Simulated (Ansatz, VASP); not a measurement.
**HfO2: VASP beside Ansatz**

```
CELL_PARAMETERS angstrom
5.08911 0.00000 0.00000
0.00000 4.87946 0.00000
0.00000 0.00000 4.90752
ATOMIC_POSITIONS crystal
Hf 0.03359 0.27016 0.25073
Hf 0.46641 0.27016 0.75073
Hf 0.53359 0.72984 0.25073
Hf 0.96641 0.72984 0.75073
O 0.38411 0.08933 0.36081
O 0.11589 0.08933 0.86081
O 0.74492 0.44975 0.50146
O 0.75508 0.44975 0.00146
O 0.25508 0.55025 0.00146
O 0.24492 0.55025 0.50146
O 0.88411 0.91067 0.36081
O 0.61589 0.91067 0.86081
```

Change from the starting cell: hydrostatic strain -3.0%.

Alike in both runs: task single point; functional PBE; k mesh 6 × 6 × 6; occupations fermi-dirac, width 0.02 eV; no spin polarisation.

|  | VASP | Ansatz |
| --- | --- | --- |
| version | VASP 6.6.1 | Ansatz 0.2.0 |
| potentials or method | VASP PAW PBE potentials, release 64 (Hf_pv, O) | plane waves, PAW |
| plane-wave cutoff (eV) | 520 | 420 |
| valence electrons in the cell | 88 | 152 |

Ansatz gave:

- gap on the k mesh at the Fermi level (eV): 4.69
- pressure (GPa): 30.2
- traceless stress, the component that is largest in VASP (GPa): -2.62
- rms of the force components (eV/Å): 0.035

Question: What did VASP give for the same quantities?

Answer: gap on the k mesh at the Fermi level (eV): 4.68; pressure (GPa): 26.3; traceless stress, the component that is largest in VASP (GPa): -2.50; rms of the force components (eV/Å): 0.026.

Atom by atom the forces differ by 0.037 eV/Å (rms over components). With one functional, cell and mesh, what is left measures potentials, basis and numerics. VASP's potentials hold 88 valence electrons a cell and Ansatz's 152, so a difference there can come from the potentials and not from the codes.

Spin-orbit coupling is off throughout.
